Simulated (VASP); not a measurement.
# Re (Fm-3m) in VASP: notebook

The runs below take Re through single point, relaxation of cell and atoms, with RPBE.

Everything below comes from runs of VASP 6.6.1. Logs are shortened: lines on timing, memory, paths and dates and some standing lists are left out, and cuts for length are marked.

**1. The cell of the first run**

The structure is cubic, space group Fm-3m (No. 225). Conventional cell: a = 4.081 Å, b = 4.081 Å, c = 4.081 Å, α = 90.00°, β = 90.00°, γ = 90.00°. Within 3.8 Å of Re (site symmetry m-3m) lie 12 Re at 2.89 Å.

This isn't the form of Re at room conditions, which is hcp.

**2. Single point, RPBE (16.99 Å³/atom)**

INCAR reads:

```
PREC = Accurate
ENCUT = 520
EDIFF = 1E-6
ISMEAR = -1
SIGMA = 0.1
LREAL = F
LASPH = T
NELM = 100
ALGO = Normal
ISIF = 2
LWAVE = F
LCHARG = T
GGA = RP
LELF = T
LVHAR = T
NBANDS = 10
```

KPOINTS reads:

```
regular mesh
0
Gamma
  15 15 15
```

POSCAR reads:

```
Re
1.0
    0.0000000000      2.0403217650      2.0403217650
    2.0403217650      0.0000000000      2.0403217650
    2.0403217650      2.0403217650      0.0000000000
Re
1
Direct
    0.0000000000      0.0000000000      0.0000000000
```

Potentials or basis: VASP PAW PBE potentials, release 64 (Re).

Launch:

```sh
> cat potpaw_PBE.64/Re/POTCAR > POTCAR
> mpirun -np 1 vasp_std > vasp.out
```

OUTCAR:

```text
PREC = Accurate
   ENCUT = 520
   EDIFF = 1E-6
   ISMEAR = -1
   LREAL = F
   LASPH = T
   NELM = 100
   ISIF = 2
   GGA = RP

 ion  position               nearest neighbor table
   1  0.000  0.000  0.000-

  LATTYP: Found a face centered cubic cell.
 ALAT       =     4.0806435300

  Lattice vectors:

 A1 = (   0.0000000000,   2.0403217650,   2.0403217650)
 A2 = (   2.0403217650,   0.0000000000,   2.0403217650)
 A3 = (   2.0403217650,   2.0403217650,   0.0000000000)

Analysis of symmetry for initial positions (statically):
=====================================================================
 Subroutine PRICEL returns:
 Original cell was already a primitive cell.

 Routine SETGRP: Setting up the symmetry group for a
 face centered cubic supercell.

 Subroutine GETGRP returns: Found 48 space group operations
 (whereof 48 operations were pure point group operations)
 out of a pool of 48 trial point group operations.

The static configuration has the point symmetry O_h .

Analysis of symmetry for dynamics (positions and initial velocities):
=====================================================================
 Subroutine PRICEL returns:
 Original cell was already a primitive cell.

 Routine SETGRP: Setting up the symmetry group for a
 face centered cubic supercell.

 Subroutine GETGRP returns: Found 48 space group operations
 (whereof 48 operations were pure point group operations)
 out of a pool of 48 trial point group operations.

The dynamic configuration has the point symmetry O_h .

 Subroutine INISYM returns: Found 48 space group operations
 (whereof 48 operations are pure point group operations),
 and found     1 'primitive' translations

----------------------------------------------------------------------------------------

                                     Primitive cell

  volume of cell :      16.9874

  direct lattice vectors                    reciprocal lattice vectors
     0.000000000  2.040321765  2.040321765    -0.245059387  0.245059387  0.245059387
     2.040321765  0.000000000  2.040321765     0.245059387 -0.245059387  0.245059387
     2.040321765  2.040321765  0.000000000     0.245059387  0.245059387 -0.245059387

  length of vectors
     2.885450712  2.885450712  2.885450712     0.424455308  0.424455308  0.424455308

  position of ions in fractional coordinates (direct lattice)
     0.000000000  0.000000000  0.000000000

  ion indices of the primitive-cell ions
   primitive index   ion index
                 1           1

----------------------------------------------------------------------------------------

 KPOINTS: regular mesh

Automatic generation of k-mesh.
 Grid dimensions read from file:
 generate k-points for:   15   15   15

 Generating k-lattice:

  Cartesian coordinates                     Fractional coordinates (reciprocal lattice)
    -0.016337292  0.016337292  0.016337292     0.066666667  0.000000000  0.000000000
     0.016337292 -0.016337292  0.016337292     0.000000000  0.066666667  0.000000000
     0.016337292  0.016337292 -0.016337292     0.000000000  0.000000000  0.066666667

  Length of vectors
     0.028297021  0.028297021  0.028297021

  Shift w.r.t. Gamma in fractional coordinates (k-lattice)
     0.000000000  0.000000000  0.000000000

 Subroutine IBZKPT returns following result:
 ===========================================

 Found    120 irreducible k-points:

 Following reciprocal coordinates:
            Coordinates               Weight
  0.000000  0.000000  0.000000      1.000000
  0.066667  0.000000  0.000000      8.000000
  0.133333  0.000000  0.000000      8.000000
  0.200000  0.000000  0.000000      8.000000
  0.266667  0.000000  0.000000      8.000000
  0.333333  0.000000  0.000000      8.000000
[... 16 lines left out ...]
  0.133333  0.133333  0.000000      6.000000
  0.200000  0.133333  0.000000     24.000000
 [... further k-points ...]
   k-points           NKPTS =    120   k-points in BZ     NKDIM =    120   number of bands    NBANDS=     10
   number of dos      NEDOS =    301   number of ions     NIONS =      1
   total plane-waves  NPLWV =  13824
   dimension x,y,z NGX =    24 NGY =   24 NGZ =   24
   dimension x,y,z NGXF=    48 NGYF=   48 NGZF=   48
   ions per type =               1
   NGX,Y,Z   is equivalent  to a cutoff of  13.83, 13.83, 13.83 a.u.
   NGXF,Y,Z  is equivalent  to a cutoff of  27.66, 27.66, 27.66 a.u.
 SYSTEM =  unknown system
   PREC   = accura    normal or accurate (medium, high low for compatibility)
   ISTART =      0    job   : 0-new  1-cont  2-samecut
   ICHARG =      2    charge: 1-file 2-atom 10-const
   ISPIN  =      1    spin polarized calculation?
   LNONCOLLINEAR =      F non collinear calculations
   LSORBIT =      F    spin-orbit coupling
   LASPH  =      T    aspherical Exc in radial PAW
   ENCUT  =  520.0 eV  38.22 Ry    6.18 a.u.   5.37  5.37  5.37*2*pi/ulx,y,z
   NELM   =    100;   NELMIN=  2; NELMDL= -5     # of ELM steps
   EDIFF  = 0.1E-05   stopping-criterion for ELM
   LREAL  =      F    real-space projection
   EDIFFG = 0.1E-04   stopping-criterion for IOM
   NSW    =      0    number of steps for IOM
   IBRION =     -1    ionic relax: 0-MD 1-quasi-New 2-CG
   NFREE  =      0    steps in history (QN), initial steepest desc. (CG)
   ISIF   =      2    stress and relaxation
   ISYM   =      2    0-nonsym 1-usesym 2-fastsym
   POTIM  = 0.5000    time-step for ionic-motion
   TEBEG  =    0.0;   TEEND  =   0.0 temperature during run
   PSTRESS=    0.0 pullay stress
   NELECT =       7.0000    total number of electrons
   NUPDOWN=      -1.0000    fix difference up-down
   EMIN   =  10.00;   EMAX   =-10.00  energy-range for DOS
   EFERMI =   0.00;   METHOD = LEGACY
   ISMEAR =    -1;   SIGMA  =   0.10  broadening in eV -4-tet -1-fermi 0-gaus
   EFERMI_NEDOS =   21; number of points for ismear=-14 and -15
   IALGO  =     38    algorithm
   IMIX   =      4    mixing-type and parameters
     AMIX     =   0.40;   BMIX     =  1.00
     AMIX_MAG =   1.60;   BMIX_MAG =  1.00
  volume/ion in A,a.u.               =      16.99       114.64
  Fermi-wavevector in a.u.,A,eV,Ry     =   1.218238  2.302136 20.192462  1.484104
  Thomas-Fermi vector in A             =   2.353531
   LORBIT       =      0    0 simple, 1 ext, 2 COOP (PROOUT), +10 PAW based schemes
   GGA     = RP    functional components
   LHFCALC =     F    Hartree Fock is set to
   AEXX    =    0.0000 exact exchange contribution
   IVDW    =     0    specifies the selected vdW correction
   LEPSILON=     F    determine dielectric tensor
   LRPA    =     F    only Hartree local field effects (RPA)
 non-spin polarized calculation
  energy-cutoff  :      520.00
  volume of cell :       16.99
 maximum number of plane-waves:       471
 NGX is ok and might be reduce to    24
   NGX = 11   NGY = 11   NGZ = 11

 number of electron       7.0000000 magnetization

 Free energy of the ion-electron system (eV)
  ---------------------------------------------------
  ext. energy  EPLUGINS =         0.00000000
  ---------------------------------------------------
  free energy    TOTEN  =       -11.57077802 eV

  energy without entropy =      -11.53812489  energy(sigma->0) =      -11.55445146

 E-fermi :   6.5151     XC(G=0): -12.9163

 val. band max:        6.4991836998   @ k =  -0.1333   0.2000   0.0667
 cond. band min:       6.5269245906   @ k =   0.3333   0.2000   0.0000
 fundamental gap:      0.0277408908
 Fermi energy:         6.5151077049

 k-point     1 :       0.0000    0.0000    0.0000
  band No.  band energies     occupation
      1      -2.5769      2.00000
      2       4.9738      2.00000
      3       4.9738      2.00000
      4       4.9738      2.00000
      5       7.5315      0.00008
      6       7.5315      0.00008
      7      20.2394      0.00000
      8      25.1252      0.00000
      9      25.1252      0.00000
     10      25.1252      0.00000

 k-point     2 :       0.0667    0.0000    0.0000
  band No.  band energies     occupation
      1      -2.4011      2.00000
      2       4.8619      2.00000
      3       5.0532      2.00000
      4       5.0532      2.00000
      5       7.4743      0.00014
      6       7.4743      0.00014
      7      20.5660      0.00000
      8      24.1898      0.00000
      9      25.4308      0.00000
     10      25.4308      0.00000

 k-point     3 :       0.1333    0.0000    0.0000
  band No.  band energies     occupation
      1      -1.8968      2.00000
      2       4.5876      2.00000
      3       5.2446      1.99999
      4       5.2446      1.99999
      5       7.3706      0.00039
      6       7.3706      0.00039
      7      21.4048      0.00000
      8      22.6024      0.00000
      9      26.3052      0.00000
     10      26.3052      0.00000

 k-point     4 :       0.2000    0.0000    0.0000
  band No.  band energies     occupation
      1      -1.1452      2.00000
      2       4.3107      2.00000
      3       5.3916      1.99997
      4       5.3916      1.99997
      5       7.4206      0.00023
      6       7.4206      0.00023
      7      20.8671      0.00000
      8      22.5284      0.00000
      9      27.6195      0.00000
     10      27.6196      0.00000
[... 222 lines left out ...]
 k-point    22 :      -0.0667    0.0667    0.0000
  band No.  band energies     occupation
      1      -2.1147      2.00000
      2       4.6699      2.00000
      3       5.1675      2.00000
      4       5.2074      2.00000
      5       7.2376      0.00146
      6       7.5571      0.00006
      7      21.0793      0.00000
      8      23.4062      0.00000
      9      25.3162      0.00000
     10      26.2107      0.00000

 k-point    23 :       0.1333    0.1333    0.0000
  band No.  band energies     occupation
      1      -1.6665      2.00000
      2       4.2503      2.00000
      3       5.5142      1.99991
      4       5.5142      1.99991
      5       6.6764      0.33228
      6       7.8194      0.00000
      7      21.9033      0.00000
      8      23.6388      0.00000
      9      25.3501      0.00000
     10      25.3501      0.00000

 k-point    24 :       0.2000    0.1333    0.0000
  band No.  band energies     occupation
      1      -1.0948      2.00000
      2       3.9309      2.00000
      3       5.6749      1.99955
      4       5.7798      1.99872
      5       6.4849      1.14990
      6       7.9731      0.00000
      7      22.6265      0.00000
      8      22.8654      0.00000
      9      25.4674      0.00000
     10      25.9628      0.00000

 [... further k-points ...]

------------------------ aborting loop because EDIFF is reached ----------------------------------------

  FORCE on cell =-STRESS in cart. coord.  units (eV):
  Direction    XX          YY          ZZ          XY          YZ          ZX
  --------------------------------------------------------------------------------------
  -------------------------------------------------------------------------------------
  Total       -3.3504736     -3.3504736     -3.3504736      0.0000000     -0.0000000      0.0000000
  in kB     -316.0027087   -316.0027087   -316.0027087      0.0000000     -0.0000000      0.0000000
  external PRESSURE =    -316.0027087 kB  Pullay stress =       0.0000000 kB

 VOLUME and BASIS-vectors are now :
 -----------------------------------------------------------------------------
  energy-cutoff  :      520.00
  volume of cell :       16.99
      direct lattice vectors                 reciprocal lattice vectors
     0.000000000  2.040321765  2.040321765    -0.245059387  0.245059387  0.245059387
     2.040321765  0.000000000  2.040321765     0.245059387 -0.245059387  0.245059387
     2.040321765  2.040321765  0.000000000     0.245059387  0.245059387 -0.245059387

 POSITION                                       TOTAL-FORCE (eV/Angst)
 -----------------------------------------------------------------------------------
      0.00000      0.00000      0.00000         0.000000      0.000000      0.000000
 -----------------------------------------------------------------------------------
    total drift:                               -0.000000      0.000000      0.000000

  FREE ENERGIE OF THE ION-ELECTRON SYSTEM (eV)
  ---------------------------------------------------
  free  energy   TOTEN  =       -11.5707780214 eV

  energy  without entropy=      -11.5381248907  energy(sigma->0) =      -11.55445146
```

It took 29 s on 1 thread of Intel Xeon 8259CL, shared host; peak memory 0.15 GiB.

What came out:

```yaml
Free_energy: -11.5708 eV
Pressure: -31.6 GPa
Band_gap_on_the_k_mesh: zero (an odd number of electrons rules out a gap without spin polarisation)
```

Caveat: the cell stands under tension; the PAW data sets were made with another functional, which shifts forces and pressure a little; spin-orbit coupling is left out, which moves the levels of the heavy elements.

(Continued in part 2 of 2.)
